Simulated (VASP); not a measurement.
# BN (P1) in VASP: a series of runs

Runs on BN. Level: PBE. Tasks: single point.

Program: VASP 6.6.1. These are calculated values, not measurements. Logs are shortened: lines on timing, memory, paths and dates and some standing lists are left out, and cuts for length are marked.

## (1) The cell of the first run

The typed cell holds 4 atoms: a = 2.554 Å, b = 2.554 Å, c = 4.227 Å, α = 90.00°, β = 90.00°, γ = 120.00°.

## (2) Single point, PBE (all B atoms moved -0.200 Å, as atom 1 along Cartesian [1 1 1])

The input, INCAR:

```
PREC = Accurate
ENCUT = 520
EDIFF = 1E-7
ISMEAR = 0
SIGMA = 0.05
LREAL = False
LASPH = True
NELM = 100
ALGO = Normal
ISIF = 2
LWAVE = False
LCHARG = False
GGA = PE
NBANDS = 16
```

The input, KPOINTS:

```
regular mesh
0
Gamma
  12 12 6
```

The input, POSCAR:

```
BN
1.0
    2.5539396017      0.0000000000      0.0000000000
   -1.2769698009      2.2117765748      0.0000000000
    0.0000000000      0.0000000000      4.2268550000
B N
2 2
Direct
    0.5953506808      0.2811264083      0.9724058039
    0.2620173475      0.6144597416      0.4724058039
    0.6666666667      0.3333333333      0.6252760000
    0.3333333333      0.6666666667      0.1252760000
```

Potentials or basis: VASP PAW PBE potentials, release 64 (B, N).

Command:

```sh
$ cat potpaw_PBE.64/B/POTCAR potpaw_PBE.64/N/POTCAR > POTCAR
$ mpirun -np 1 vasp_std > vasp.out
```

OUTCAR:

```text
PREC = Accurate
   ENCUT = 520
   EDIFF = 1E-7
   ISMEAR = 0
   LREAL = False
   LASPH = True
   NELM = 100
   ISIF = 2
   GGA = PE

 ion  position               nearest neighbor table
   1  0.595  0.281  0.972-   3 1.48   4 1.51   4 1.58   4 1.76
   2  0.262  0.614  0.472-   3 1.47   4 1.48   3 1.66   3 1.72
   3  0.667  0.333  0.625-   2 1.47   1 1.48   2 1.66   2 1.72
   4  0.333  0.667  0.125-   2 1.48   1 1.51   1 1.58   1 1.76

  LATTYP: Found a hexagonal cell.
 ALAT       =     2.5539396017
 C/A-ratio  =     1.6550332659

  Lattice vectors:

 A1 = (   2.5539396017,   0.0000000000,   0.0000000000)
 A2 = (  -1.2769698009,   2.2117765748,   0.0000000000)
 A3 = (   0.0000000000,   0.0000000000,   4.2268550000)

Analysis of symmetry for initial positions (statically):
=====================================================================
 Subroutine PRICEL returns:
 Original cell was already a primitive cell.

 Routine SETGRP: Setting up the symmetry group for a
 hexagonal supercell.

 Subroutine GETGRP returns: Found  1 space group operations
 (whereof  1 operations were pure point group operations)
 out of a pool of 24 trial point group operations.

The static configuration has the point symmetry C_1 .

Analysis of symmetry for dynamics (positions and initial velocities):
=====================================================================
 Subroutine PRICEL returns:
 Original cell was already a primitive cell.

 Routine SETGRP: Setting up the symmetry group for a
 hexagonal supercell.

 Subroutine GETGRP returns: Found  1 space group operations
 (whereof  1 operations were pure point group operations)
 out of a pool of 24 trial point group operations.

The dynamic configuration has the point symmetry C_1 .

 Subroutine INISYM returns: Found  1 space group operations
 (whereof  1 operations are pure point group operations),
 and found     1 'primitive' translations

----------------------------------------------------------------------------------------

                                     Primitive cell

  volume of cell :      23.8764

  direct lattice vectors                    reciprocal lattice vectors
     2.553939602  0.000000000  0.000000000     0.391551938  0.226062617  0.000000000
    -1.276969801  2.211776575  0.000000000     0.000000000  0.452125233  0.000000000
     0.000000000  0.000000000  4.226855000     0.000000000  0.000000000  0.236582518

  length of vectors
     2.553939602  2.553939602  4.226855000     0.452125233  0.452125233  0.236582518

  position of ions in fractional coordinates (direct lattice)
     0.595350681  0.281126408  0.972405804
     0.262017347  0.614459742  0.472405804
     0.666666667  0.333333333  0.625276000
     0.333333333  0.666666667  0.125276000

  ion indices of the primitive-cell ions
   primitive index   ion index
                 1           1
                 2           2
                 3           3
                 4           4

----------------------------------------------------------------------------------------

 KPOINTS: regular mesh

Automatic generation of k-mesh.
 Grid dimensions read from file:
 generate k-points for:   12   12    6

 Generating k-lattice:

  Cartesian coordinates                     Fractional coordinates (reciprocal lattice)
     0.032629328  0.018838551  0.000000000     0.083333333  0.000000000  0.000000000
     0.000000000  0.037677103  0.000000000     0.000000000  0.083333333  0.000000000
     0.000000000  0.000000000  0.039430420     0.000000000  0.000000000  0.166666667

  Length of vectors
     0.037677103  0.037677103  0.039430420

  Shift w.r.t. Gamma in fractional coordinates (k-lattice)
     0.000000000  0.000000000  0.000000000

 Subroutine IBZKPT returns following result:
 ===========================================

 Found    436 irreducible k-points:

 Following reciprocal coordinates:
            Coordinates               Weight
  0.000000  0.000000  0.000000      1.000000
  0.083333  0.000000  0.000000      2.000000
  0.000000  0.083333  0.000000      2.000000
 -0.083333  0.083333  0.000000      2.000000
  0.166667  0.000000  0.000000      2.000000
  0.000000  0.166667  0.000000      2.000000
[... 16 lines left out ...]
  0.166667  0.083333  0.000000      2.000000
 -0.083333  0.250000  0.000000      2.000000
 [... further k-points ...]
   k-points           NKPTS =    436   k-points in BZ     NKDIM =    436   number of bands    NBANDS=     16
   number of dos      NEDOS =    301   number of ions     NIONS =      4
   total plane-waves  NPLWV =  12800
   dimension x,y,z NGX =    20 NGY =   20 NGZ =   32
   dimension x,y,z NGXF=    40 NGYF=   40 NGZF=   64
   ions per type =               2   2
   NGX,Y,Z   is equivalent  to a cutoff of  13.02, 13.02, 12.59 a.u.
   NGXF,Y,Z  is equivalent  to a cutoff of  26.04, 26.04, 25.17 a.u.
 SYSTEM =  unknown system
   PREC   = accura    normal or accurate (medium, high low for compatibility)
   ISTART =      0    job   : 0-new  1-cont  2-samecut
   ICHARG =      2    charge: 1-file 2-atom 10-const
   ISPIN  =      1    spin polarized calculation?
   LNONCOLLINEAR =      F non collinear calculations
   LSORBIT =      F    spin-orbit coupling
   LASPH  =      T    aspherical Exc in radial PAW
   ENCUT  =  520.0 eV  38.22 Ry    6.18 a.u.   4.75  4.75  7.86*2*pi/ulx,y,z
   NELM   =    100;   NELMIN=  2; NELMDL= -5     # of ELM steps
   EDIFF  = 0.1E-06   stopping-criterion for ELM
   LREAL  =      F    real-space projection
   EDIFFG = 0.1E-05   stopping-criterion for IOM
   NSW    =      0    number of steps for IOM
   IBRION =     -1    ionic relax: 0-MD 1-quasi-New 2-CG
   NFREE  =      0    steps in history (QN), initial steepest desc. (CG)
   ISIF   =      2    stress and relaxation
   ISYM   =      2    0-nonsym 1-usesym 2-fastsym
   POTIM  = 0.5000    time-step for ionic-motion
   TEBEG  =    0.0;   TEEND  =   0.0 temperature during run
   PSTRESS=    0.0 pullay stress
   NELECT =      16.0000    total number of electrons
   NUPDOWN=      -1.0000    fix difference up-down
   EMIN   =  10.00;   EMAX   =-10.00  energy-range for DOS
   EFERMI =   0.00;   METHOD = LEGACY
   ISMEAR =     0;   SIGMA  =   0.05  broadening in eV -4-tet -1-fermi 0-gaus
   EFERMI_NEDOS =   21; number of points for ismear=-14 and -15
   IALGO  =     38    algorithm
   IMIX   =      4    mixing-type and parameters
     AMIX     =   0.40;   BMIX     =  1.00
     AMIX_MAG =   1.60;   BMIX_MAG =  1.00
  volume/ion in A,a.u.               =       5.97        40.28
  Fermi-wavevector in a.u.,A,eV,Ry     =   1.432600  2.707222 27.923836  2.052344
  Thomas-Fermi vector in A             =   2.552210
   LORBIT       =      0    0 simple, 1 ext, 2 COOP (PROOUT), +10 PAW based schemes
   GGA     = PE    functional components
   LHFCALC =     F    Hartree Fock is set to
   AEXX    =    0.0000 exact exchange contribution
   IVDW    =     0    specifies the selected vdW correction
   LEPSILON=     F    determine dielectric tensor
   LRPA    =     F    only Hartree local field effects (RPA)
 non-spin polarized calculation
 Gauss-broadening in eV      SIGMA  =   0.05
  energy-cutoff  :      520.00
  volume of cell :       23.88
 maximum number of plane-waves:       660
   NGX =  9   NGY =  9   NGZ = 15

 number of electron      16.0000000 magnetization

 Free energy of the ion-electron system (eV)
  ---------------------------------------------------
  ext. energy  EPLUGINS =         0.00000000
  ---------------------------------------------------
  free energy    TOTEN  =       -34.00241406 eV

  energy without entropy =      -34.00241406  energy(sigma->0) =      -34.00241406

 E-fermi :   8.6569     XC(G=0): -12.7697

 val. band max:        8.4100065341   @ k =   0.0000   0.0000   0.0000
 cond. band min:      11.2455480079   @ k =   0.3333   0.3333   0.0000
 fundamental gap:      2.8355414738
 Fermi energy:         8.6569143490

 k-point     1 :       0.0000    0.0000    0.0000
  band No.  band energies     occupation
      1     -12.8639      2.00000
      2      -8.8619      2.00000
      3      -3.6885      2.00000
      4       4.9513      2.00000
      5       5.2574      2.00000
      6       5.9398      2.00000
[... 8 lines left out ...]
     15      20.8392      0.00000
     16      23.5161      0.00000

 k-point     2 :       0.0833    0.0000    0.0000
  band No.  band energies     occupation
      1     -12.7136      2.00000
      2      -8.7453      2.00000
      3      -3.5474      2.00000
      4       4.4740      2.00000
      5       4.9430      2.00000
      6       5.6982      2.00000
[... 8 lines left out ...]
     15      20.8582      0.00000
     16      23.2590      0.00000

 k-point     3 :       0.0000    0.0833    0.0000
  band No.  band energies     occupation
      1     -12.7136      2.00000
      2      -8.7456      2.00000
      3      -3.5473      2.00000
      4       4.5671      2.00000
      5       4.7991      2.00000
      6       5.7317      2.00000
[... 8 lines left out ...]
     15      21.0304      0.00000
     16      23.2517      0.00000

 k-point     4 :      -0.0833    0.0833    0.0000
  band No.  band energies     occupation
      1     -12.7137      2.00000
      2      -8.7460      2.00000
      3      -3.5473      2.00000
      4       4.4960      2.00000
      5       4.9483      2.00000
      6       5.6071      2.00000
[... 8 lines left out ...]
     15      21.1613      0.00000
     16      23.2552      0.00000

 k-point     5 :       0.1667    0.0000    0.0000
  band No.  band energies     occupation
      1     -12.2676      2.00000
      2      -8.4121      2.00000
      3      -3.1303      2.00000
      4       2.9898      2.00000
      5       4.3387      2.00000
      6       5.0961      2.00000
[... 8 lines left out ...]
     15      21.3014      0.00000
     16      22.8727      0.00000

 k-point     6 :       0.0000    0.1667    0.0000
  band No.  band energies     occupation
      1     -12.2679      2.00000
      2      -8.4136      2.00000
      3      -3.1297      2.00000
      4       3.0215      2.00000
      5       4.1862      2.00000
      6       5.1783      2.00000
[... 8 lines left out ...]
     15      21.7954      0.00000
     16      22.8067      0.00000

 k-point     7 :      -0.1667    0.1667    0.0000
  band No.  band energies     occupation
      1     -12.2683      2.00000
      2      -8.4151      2.00000
      3      -3.1294      2.00000
      4       3.0126      2.00000
      5       4.2587      2.00000
      6       4.9894      2.00000
[... 8 lines left out ...]
     15      22.0120      0.00000
     16      22.8194      0.00000

 k-point     8 :       0.2500    0.0000    0.0000
  band No.  band energies     occupation
      1     -11.5444      2.00000
      2      -7.9269      2.00000
      3      -2.4614      2.00000
      4       1.1124      2.00000
      5       3.5623      2.00000
      6       3.9986      2.00000
[... 8 lines left out ...]
     15      22.4532      0.00000
     16      23.5265      0.00000

 k-point     9 :       0.0000    0.2500    0.0000
  band No.  band energies     occupation
      1     -11.5452      2.00000
      2      -7.9301      2.00000
      3      -2.4577      2.00000
      4       1.1125      2.00000
      5       3.3038      2.00000
      6       4.2691      2.00000
[... 8 lines left out ...]
     15      22.9076      0.00000
     16      23.3460      0.00000
[... 172 lines left out ...]
 k-point    19 :       0.5000    0.5000    0.0000
  band No.  band energies     occupation
      1      -8.8544      2.00000
      2      -7.5797      2.00000
      3      -2.0833      2.00000
      4      -0.0099      2.00000
      5       0.1946      2.00000
      6       2.0566      2.00000
[... 8 lines left out ...]
     15      24.0388      0.00000
     16      25.8963      0.00000

 k-point    20 :       0.0833    0.0833    0.0000
  band No.  band energies     occupation
      1     -12.4153      2.00000
      2      -8.5199      2.00000
      3      -3.2681      2.00000
      4       3.6797      2.00000
      5       4.1025      2.00000
      6       5.4869      2.00000
[... 8 lines left out ...]
     15      21.4457      0.00000
     16      22.9272      0.00000

 k-point    21 :      -0.0833    0.1667    0.0000
  band No.  band energies     occupation
      1     -12.4158      2.00000
      2      -8.5222      2.00000
      3      -3.2675      2.00000
      4       3.5520      2.00000
      5       4.4323      2.00000
      6       5.1289      2.00000
[... 8 lines left out ...]
     15      21.6412      0.00000
     16      22.8699      0.00000

 k-point    22 :      -0.1667    0.0833    0.0000
  band No.  band energies     occupation
      1     -12.4156      2.00000
      2      -8.5211      2.00000
      3      -3.2679      2.00000
      4       3.5703      2.00000
      5       4.3499      2.00000
      6       5.2533      2.00000
[... 8 lines left out ...]
     15      21.5431      0.00000
     16      22.9206      0.00000

 k-point    23 :       0.1667    0.0833    0.0000
  band No.  band energies     occupation
      1     -11.8300      2.00000
      2      -8.1067      2.00000
      3      -2.7235      2.00000
      4       2.0501      2.00000
      5       3.2558      2.00000
      6       4.7928      2.00000
[... 8 lines left out ...]
     15      22.0457      0.00000
     16      23.1322      0.00000

 k-point    24 :      -0.0833    0.2500    0.0000
  band No.  band energies     occupation
      1     -11.8311      2.00000
      2      -8.1116      2.00000
      3      -2.7207      2.00000
      4       1.9900      2.00000
      5       3.4746      2.00000
      6       4.4466      2.00000
[... 8 lines left out ...]
     15      22.1740      0.00000
     16      23.0484      0.00000

 [... further k-points ...]
[... 5 lines left out ...]
  --------------------------------------------------------------------------------------
  -------------------------------------------------------------------------------------
  Total        1.2790047      1.2244753      1.4791707      0.6302102     -0.4266414     -0.4322511
  in kB       85.8249361     82.1658541     99.2566561     42.2889372    -28.6288780    -29.0053039
  external PRESSURE =      89.0824821 kB  Pullay stress =       0.0000000 kB

 VOLUME and BASIS-vectors are now :
 -----------------------------------------------------------------------------
  energy-cutoff  :      520.00
  volume of cell :       23.88
      direct lattice vectors                 reciprocal lattice vectors
     2.553939602  0.000000000  0.000000000     0.391551938  0.226062617  0.000000000
    -1.276969801  2.211776575  0.000000000     0.000000000  0.452125233  0.000000000
     0.000000000  0.000000000  4.226855000     0.000000000  0.000000000  0.236582518

 POSITION                                       TOTAL-FORCE (eV/Angst)
 -----------------------------------------------------------------------------------
      1.16150      0.62179      4.11022         1.346365      2.017449      2.582503
     -0.11547      1.35905      1.99679         2.700601      2.019085      2.429485
      1.27697      0.73726      2.64295        -2.754654     -2.019068     -2.419403
     -0.00000      1.47452      0.52952        -1.292312     -2.017466     -2.592585
 -----------------------------------------------------------------------------------
    total drift:                               -0.000051     -0.000063      0.000063

  FREE ENERGIE OF THE ION-ELECTRON SYSTEM (eV)
  ---------------------------------------------------
  free  energy   TOTEN  =       -34.0024140632 eV

  energy  without entropy=      -34.0024140632  energy(sigma->0) =      -34.00241406
```

Wall time 4.4 min (1 thread of AMD EPYC 7R13, shared host); peak memory 0.21 GiB.

Results:

| Property | Result |
| --- | --- |
| Free energy | -34.0024 eV |
| Pressure | 8.9 GPa |
| Largest force | 4.185 eV/Å |
| Band gap on the k mesh | 2.84 eV, indirect (least direct gap 6.50 eV) |

Forces on the atoms (eV/Å):
```
B    1.346  2.017  2.583
B    2.701  2.019  2.429
N   -2.755 -2.019 -2.419
N   -1.292 -2.017 -2.593
```

Caveat: the cell differs from its parent crystal (all B atoms moved -0.200 Å, as atom 1 along Cartesian [1 1 1]); forces of over 1 eV/Å act on the atoms, so gaps and moduli don't describe the material at rest.

## (3) Single point, PBE (all B atoms moved +0.200 Å, as atom 1 along Cartesian [1 1 1])

The input, INCAR:

```
SYSTEM = BN
PREC = Accurate
ENCUT = 520
EDIFF = 1E-6
ISMEAR = 0
SIGMA = 0.05
LREAL = .FALSE.
LASPH = .TRUE.
NELM = 80
ALGO = Normal
ISIF = 2
LWAVE = .FALSE.
LCHARG = .FALSE.
GGA = PE
NBANDS = 16
```

The input, KPOINTS:

```
regular mesh
0
G
  12 12 6
  0 0 0
```

Edit POSCAR of step 2 so:

```diff
@@ -8,4 +8,4 @@
 Direct
-    0.5953506808      0.2811264083      0.9724058039
-    0.2620173475      0.6144597416      0.4724058039
+    0.7379826525      0.3855402584      1.0270421961
+    0.4046493192      0.7188735917      0.5270421961
     0.6666666667      0.3333333333      0.6252760000
```

Potentials or basis: VASP PAW PBE potentials, release 64 (B, N).

Command:

```sh
$ cat potpaw_PBE.64/B/POTCAR potpaw_PBE.64/N/POTCAR > POTCAR
$ mpirun -np 1 vasp_std > vasp.out
```

Wall time 3.4 min (1 thread of AMD EPYC 7R13, shared host); peak memory 0.21 GiB.

The run converged. Its results:

```yaml
Free_energy: -33.7908 eV
Pressure: 14.2 GPa
Largest_force: 6.353 eV/Å
Band_gap_on_the_k_mesh: 4.62 eV, indirect (least direct gap 6.71 eV)
```

Forces in eV/Å, atoms in the order of the input:
```
B   -4.606 -3.436 -2.595
B   -2.265 -3.416 -2.403
N    2.198  3.417  2.406
N    4.673  3.435  2.592
```

Stress tensor (GPa, compression positive):
```
16.17  5.80  5.18
 5.80 15.40  5.14
 5.18  5.14 11.02
```

Levels at points of the mesh, in eV from the valence-band top:
| k point | band 5 | band 6 | band 7 | band 8 | band 9 | band 10 | band 11 | band 12 |
| --- | --- | --- | --- | --- | --- | --- | --- | --- |
| (0.00, 0.00, 0.00) | -4.02 | -1.05 | -0.83 | 0.00 | 6.71 | 6.80 | 6.97 | 8.03 |
| (0.50, 0.00, 0.00) | -7.28 | -6.43 | -4.57 | -3.64 | 5.62 | 7.03 | 10.13 | 11.06 |
| (0.00, 0.50, 0.00) | -7.36 | -6.09 | -4.70 | -3.39 | 5.25 | 6.57 | 9.67 | 11.05 |
| (0.50, 0.50, 0.00) | -7.42 | -5.74 | -4.84 | -3.17 | 4.90 | 6.15 | 9.38 | 11.20 |
| (0.00, 0.00, 0.50) | -3.88 | -3.67 | -1.13 | -1.05 | 6.75 | 7.00 | 7.96 | 8.72 |
| (0.50, 0.00, 0.50) | -5.92 | -4.58 | -3.82 | -3.66 | 4.62 | 5.79 | 7.89 | 9.14 |
| (0.00, 0.50, 0.50) | -5.76 | -4.87 | -3.57 | -3.53 | 4.70 | 5.47 | 7.63 | 8.66 |
| (0.50, 0.50, 0.50) | -5.50 | -5.19 | -3.39 | -3.39 | 4.83 | 5.08 | 7.64 | 8.06 |

Caveat: the cell differs from its parent crystal (all B atoms moved +0.200 Å, as atom 1 along Cartesian [1 1 1]); forces of over 1 eV/Å act on the atoms, so gaps and moduli don't describe the material at rest.
